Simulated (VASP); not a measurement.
# Sr2C (Fm-3m) in VASP: further runs

The runs below take Sr2C through single point, with PBE, HSE06.

Program: VASP 6.6.1. These are calculated values, not measurements. Logs are shortened: lines on timing, memory, paths and dates and some standing lists are left out, and cuts for length are marked.

## Step 1: The cell of the first run

The structure is cubic, space group Fm-3m (No. 225). The conventional cell has a = 6.720 Å, b = 6.720 Å, c = 6.720 Å, α = 90.00°, β = 90.00°, γ = 90.00°. C (site symmetry m-3m) has 8 Sr at 2.91 Å within 3.8 Å. Sr (site symmetry -43m) has 4 C at 2.91 Å and 6 Sr at 3.36 Å within 3.8 Å.

## Step 2: Single point, PBE

INCAR reads:

```
SYSTEM = Sr2C
PREC = Accurate
ENCUT = 520
EDIFF = 1E-6
ISMEAR = -1
SIGMA = 0.02
LREAL = .FALSE.
LASPH = .TRUE.
NELM = 100
ALGO = Normal
ISIF = 2
LWAVE = .FALSE.
LCHARG = .FALSE.
GGA = PE
NBANDS = 19
```

KPOINTS reads:

```
Automatic mesh
0
G
  6 6 6
  0 0 0
```

POSCAR reads:

```
Sr2C
1.0
    0.0000000000      3.3601424432      3.3601424432
    3.3601424432      0.0000000000      3.3601424432
    3.3601424432      3.3601424432      0.0000000000
C Sr
1 2
Direct
    0.0000000000      0.0000000000      0.0000000000
    0.2500000000      0.2500000000      0.2500000000
    0.7500000000      0.7500000000      0.7500000000
```

Potentials or basis: VASP PAW PBE potentials, release 64 (C, Sr_sv).

On the command line:

```sh
$ cat potpaw_PBE.64/C/POTCAR potpaw_PBE.64/Sr_sv/POTCAR > POTCAR
$ mpirun -np 1 vasp_std > vasp.out
```

OUTCAR:

```text
SYSTEM = Sr2C
   PREC = Accurate
   ENCUT = 520
   EDIFF = 1E-6
   ISMEAR = -1
   LREAL = .FALSE.
   LASPH = .TRUE.
   NELM = 100
   ISIF = 2
   GGA = PE

 ion  position               nearest neighbor table
   1  0.000  0.000  0.000-   3 2.91   3 2.91   3 2.91   2 2.91   2 2.91   2 2.91   3 2.91   2 2.91

   2  0.250  0.250  0.250-   1 2.91   1 2.91   1 2.91   1 2.91   3 3.36   3 3.36   3 3.36   3 3.36
                             3 3.36   3 3.36
   3  0.750  0.750  0.750-   1 2.91   1 2.91   1 2.91   1 2.91   2 3.36   2 3.36   2 3.36   2 3.36
                             2 3.36   2 3.36

  LATTYP: Found a face centered cubic cell.
 ALAT       =     6.7202848864

  Lattice vectors:

 A1 = (   0.0000000000,   3.3601424432,   3.3601424432)
 A2 = (   3.3601424432,   0.0000000000,   3.3601424432)
 A3 = (   3.3601424432,   3.3601424432,   0.0000000000)

Analysis of symmetry for initial positions (statically):
=====================================================================
 Subroutine PRICEL returns:
 Original cell was already a primitive cell.

 Routine SETGRP: Setting up the symmetry group for a
 face centered cubic supercell.

 Subroutine GETGRP returns: Found 48 space group operations
 (whereof 48 operations were pure point group operations)
 out of a pool of 48 trial point group operations.

The static configuration has the point symmetry O_h .

Analysis of symmetry for dynamics (positions and initial velocities):
=====================================================================
 Subroutine PRICEL returns:
 Original cell was already a primitive cell.

 Routine SETGRP: Setting up the symmetry group for a
 face centered cubic supercell.

 Subroutine GETGRP returns: Found 48 space group operations
 (whereof 48 operations were pure point group operations)
 out of a pool of 48 trial point group operations.

The dynamic configuration has the point symmetry O_h .

 Subroutine INISYM returns: Found 48 space group operations
 (whereof 48 operations are pure point group operations),
 and found     1 'primitive' translations

----------------------------------------------------------------------------------------

                                     Primitive cell

  volume of cell :      75.8758

  direct lattice vectors                    reciprocal lattice vectors
     0.000000000  3.360142443  3.360142443    -0.148803215  0.148803215  0.148803215
     3.360142443  0.000000000  3.360142443     0.148803215 -0.148803215  0.148803215
[... 76 lines left out ...]
   ENCUT  =  520.0 eV  38.22 Ry    6.18 a.u.   8.84  8.84  8.84*2*pi/ulx,y,z
   NELM   =    100;   NELMIN=  2; NELMDL= -5     # of ELM steps
   EDIFF  = 0.1E-05   stopping-criterion for ELM
   LREAL  =      F    real-space projection
   EDIFFG = 0.1E-04   stopping-criterion for IOM
   NSW    =      0    number of steps for IOM
   IBRION =     -1    ionic relax: 0-MD 1-quasi-New 2-CG
   NFREE  =      0    steps in history (QN), initial steepest desc. (CG)
   ISIF   =      2    stress and relaxation
   ISYM   =      2    0-nonsym 1-usesym 2-fastsym
   POTIM  = 0.5000    time-step for ionic-motion
   TEBEG  =    0.0;   TEEND  =   0.0 temperature during run
   PSTRESS=    0.0 pullay stress
   NELECT =      24.0000    total number of electrons
   NUPDOWN=      -1.0000    fix difference up-down
   EMIN   =  10.00;   EMAX   =-10.00  energy-range for DOS
   EFERMI =   0.00;   METHOD = LEGACY
   ISMEAR =    -1;   SIGMA  =   0.02  broadening in eV -4-tet -1-fermi 0-gaus
   EFERMI_NEDOS =   21; number of points for ismear=-14 and -15
   IALGO  =     38    algorithm
   IMIX   =      4    mixing-type and parameters
     AMIX     =   0.40;   BMIX     =  1.00
     AMIX_MAG =   1.60;   BMIX_MAG =  1.00
  volume/ion in A,a.u.               =      25.29       170.68
  Fermi-wavevector in a.u.,A,eV,Ry     =   1.115435  2.107866 16.928301  1.244195
  Thomas-Fermi vector in A             =   2.252040
   LORBIT       =      0    0 simple, 1 ext, 2 COOP (PROOUT), +10 PAW based schemes
   GGA     = PE    functional components
   LHFCALC =     F    Hartree Fock is set to
   AEXX    =    0.0000 exact exchange contribution
   IVDW    =     0    specifies the selected vdW correction
   LEPSILON=     F    determine dielectric tensor
   LRPA    =     F    only Hartree local field effects (RPA)
 non-spin polarized calculation
  energy-cutoff  :      520.00
  volume of cell :       75.88
 maximum number of plane-waves:      2085
   NGX = 17   NGY = 17   NGZ = 17

 number of electron      24.0000000 magnetization

 Free energy of the ion-electron system (eV)
  ---------------------------------------------------
  ext. energy  EPLUGINS =         0.00000000
  ---------------------------------------------------
  free energy    TOTEN  =       -10.62361529 eV

  energy without entropy =      -10.62205555  energy(sigma->0) =      -10.62283542

 E-fermi :   2.9780     XC(G=0):  -9.1494

 val. band max:        2.9146264947   @ k =  -0.3333   0.5000   0.1667
 cond. band min:       2.9885370614   @ k =   0.5000   0.5000   0.0000
 fundamental gap:      0.0739105667
 Fermi energy:         2.9780291682

 k-point     1 :       0.0000    0.0000    0.0000
  band No.  band energies     occupation
      1     -32.3940      2.00000
      2     -32.1242      2.00000
      3     -14.6464      2.00000
      4     -14.6464      2.00000
      5     -14.6464      2.00000
      6     -13.9964      2.00000
[... 329 lines left out ...]
      6     -14.1396      2.00000
[... 11 lines left out ...]
     18       7.4923      0.00000
     19       8.7404      0.00000

------------------------ aborting loop because EDIFF is reached ----------------------------------------

  FORCE on cell =-STRESS in cart. coord.  units (eV):
  Direction    XX          YY          ZZ          XY          YZ          ZX
  --------------------------------------------------------------------------------------
  -------------------------------------------------------------------------------------
  Total        0.2625175      0.2625175      0.2625175     -0.0000000     -0.0000000      0.0000000
  in kB        5.5432676      5.5432676      5.5432676     -0.0000000     -0.0000000      0.0000000
  external PRESSURE =       5.5432676 kB  Pullay stress =       0.0000000 kB

 VOLUME and BASIS-vectors are now :
 -----------------------------------------------------------------------------
  energy-cutoff  :      520.00
  volume of cell :       75.88
      direct lattice vectors                 reciprocal lattice vectors
     0.000000000  3.360142443  3.360142443    -0.148803215  0.148803215  0.148803215
     3.360142443  0.000000000  3.360142443     0.148803215 -0.148803215  0.148803215
     3.360142443  3.360142443  0.000000000     0.148803215  0.148803215 -0.148803215

 POSITION                                       TOTAL-FORCE (eV/Angst)
 -----------------------------------------------------------------------------------
      0.00000      0.00000      0.00000        -0.000000      0.000000      0.000000
      1.68007      1.68007      1.68007         0.000000      0.000000     -0.000000
      5.04021      5.04021      5.04021        -0.000000     -0.000000      0.000000
 -----------------------------------------------------------------------------------
    total drift:                                0.000000      0.000000      0.000000

  FREE ENERGIE OF THE ION-ELECTRON SYSTEM (eV)
  ---------------------------------------------------
  free  energy   TOTEN  =       -10.6236152868 eV

  energy  without entropy=      -10.6220555501  energy(sigma->0) =      -10.62283542
```

OSZICAR:

```text
N       E                     dE             d eps       ncg     rms          rms(c)
DAV:   1     0.112983530047E+03    0.11298E+03   -0.12123E+04   608   0.117E+03
DAV:   2    -0.551178565556E+01   -0.11850E+03   -0.11572E+03   783   0.242E+02
DAV:   3    -0.137704124404E+02   -0.82586E+01   -0.82288E+01   957   0.514E+01
DAV:   4    -0.139789237756E+02   -0.20851E+00   -0.20840E+00   871   0.703E+00
DAV:   5    -0.139826748292E+02   -0.37511E-02   -0.37507E-02   887   0.794E-01    0.192E+01
DAV:   6    -0.111260908289E+02    0.28566E+01   -0.36223E+01   710   0.138E+01    0.231E+01
DAV:   7    -0.106867484775E+02    0.43934E+00   -0.40070E+00   724   0.508E+00    0.138E+01
DAV:   8    -0.106313752334E+02    0.55373E-01   -0.46393E-01   668   0.304E+00    0.889E-01
DAV:   9    -0.106233644588E+02    0.80108E-02   -0.10030E-01   913   0.689E-01    0.560E-01
DAV:  10    -0.106233797624E+02   -0.15304E-04   -0.43509E-03   781   0.208E-01    0.322E-01
DAV:  11    -0.106236159830E+02   -0.23622E-03   -0.82084E-04   718   0.118E-01    0.530E-02
DAV:  12    -0.106236120276E+02    0.39554E-05   -0.84457E-05   988   0.302E-02    0.179E-02
DAV:  13    -0.106236158230E+02   -0.37954E-05   -0.49535E-06   723   0.138E-02    0.532E-03
DAV:  14    -0.106236152868E+02    0.53619E-06   -0.24408E-06   437   0.494E-03
   1 F= -.10623615E+02 E0= -.10622835E+02  d E =-.155974E-02
```

stdout:

```text
POSCAR found type information on POSCAR C Sr
 POSCAR found :  2 types and       3 ions
 scaLAPACK will be used
 LDA part: xc-table for (Slater+PW92), standard interpolation
 POSCAR, INCAR and KPOINTS ok, starting setup
 FFT: planning ... GRIDC
 FFT: planning ... GRID_SOFT
 FFT: planning ... GRID
 WAVECAR not read
 entering main loop
```

It took 25 s on 1 thread of AMD EPYC 7R43 (Zen 3), shared host; peak memory 0.17 GiB.

Results:

```yaml
Free_energy: -10.6236 eV
Pressure: 0.6 GPa
Band_gap_on_the_k_mesh: zero (bands 12 and 13 overlap by 0.10 eV)
```

Caveat: the structure was generated, so it needn't be the stable form of Sr2C.

## Step 3: Single point, HSE06 (strain -2.5%)

POSCAR reads:

```
Sr2C
1.0
    0.0000000000      3.2761388821      3.2761388821
    3.2761388821      0.0000000000      3.2761388821
    3.2761388821      3.2761388821      0.0000000000
C Sr
1 2
Direct
    0.0000000000      0.0000000000      0.0000000000
    0.2500000000      0.2500000000      0.2500000000
    0.7500000000      0.7500000000      0.7500000000
```

INCAR.step1 reads:

```
PREC     = Accurate       # precision mode
ENCUT    = 520            # plane-wave cutoff, eV
EDIFF    = 1E-5           # SCF threshold, eV
ISMEAR   = -1             # smearing method
SIGMA    = 0.02           # smearing width, eV
LREAL    = F              # projectors in reciprocal space
LASPH    = T              # aspherical terms in the spheres
NELM     = 100            # most SCF steps
ALGO     = Normal         # electronic algorithm
ISIF     = 2              # what is computed and relaxed
LWAVE    = T              # write WAVECAR
LCHARG   = F              # write CHGCAR
NBANDS   = 19             # bands
GGA      = PE             # functional
```

INCAR.step2 reads:

```
PREC     = Accurate       # precision mode
ENCUT    = 520            # plane-wave cutoff, eV
EDIFF    = 1E-7           # SCF threshold, eV
ISMEAR   = -1             # smearing method
SIGMA    = 0.02           # smearing width, eV
LREAL    = F              # projectors in reciprocal space
LASPH    = T              # aspherical terms in the spheres
NELM     = 100            # most SCF steps
ALGO     = Normal         # electronic algorithm
ISIF     = 2              # what is computed and relaxed
LWAVE    = F              # write WAVECAR
LCHARG   = F              # write CHGCAR
GGA      = PE             # functional
LHFCALC  = T              # exact exchange
HFSCREEN = 0.2079         # screening, 1/A
PRECFOCK = Normal       
NBANDS   = 19             # bands
ISTART   = 1
```

KPOINTS reads:

```
Automatic mesh
0
Gamma
  4 4 4
```

Potentials or basis: VASP PAW PBE potentials, release 64 (C, Sr_sv).

On the command line:

```sh
$ cat potpaw_PBE.64/C/POTCAR potpaw_PBE.64/Sr_sv/POTCAR > POTCAR
$ cp INCAR.step1 INCAR
$ mpirun -np 1 vasp_std > vasp.out
$ cp INCAR.step2 INCAR
$ mpirun -np 1 vasp_std > vasp.out
```

Run time: 26 min. Hardware: 1 thread of AMD EPYC 7R43 (Zen 3), shared host; peak memory 0.29 GiB.

It converged, with:

```yaml
Free_energy: -11.6951 eV
Pressure: 3.9 GPa
Band_gap_on_the_k_mesh: 0.33 eV
```

Levels at points of the mesh, in eV from the valence-band top:
```tsv
k point	band 8	band 9	band 10	band 11	band 12	band 13	band 14	band 15	band 16	band 17
(0.00, 0.00, 0.00)	-18.15	-9.51	-1.77	-1.77	-1.77	0.56	2.02	2.02	6.51	6.51
(0.50, 0.00, 0.00)	-18.60	-8.82	-1.80	-0.75	-0.75	2.71	3.55	3.55	4.79	5.68
(0.50, 0.50, 0.00)	-17.92	-8.75	-2.27	0.00	0.00	0.33	2.99	3.17	5.79	5.79
```

Caveat: the cell differs from its parent crystal (strain -2.5%); the cell stands under pressure; the structure was generated, so it needn't be the stable form of Sr2C; the PAW data sets were made with another functional, which shifts forces and pressure a little. A k mesh can miss the band edges.

(Part 1 of 2 ends here.)

The gap in the log of VASP goes by the Fermi energy; the results here count the filled bands.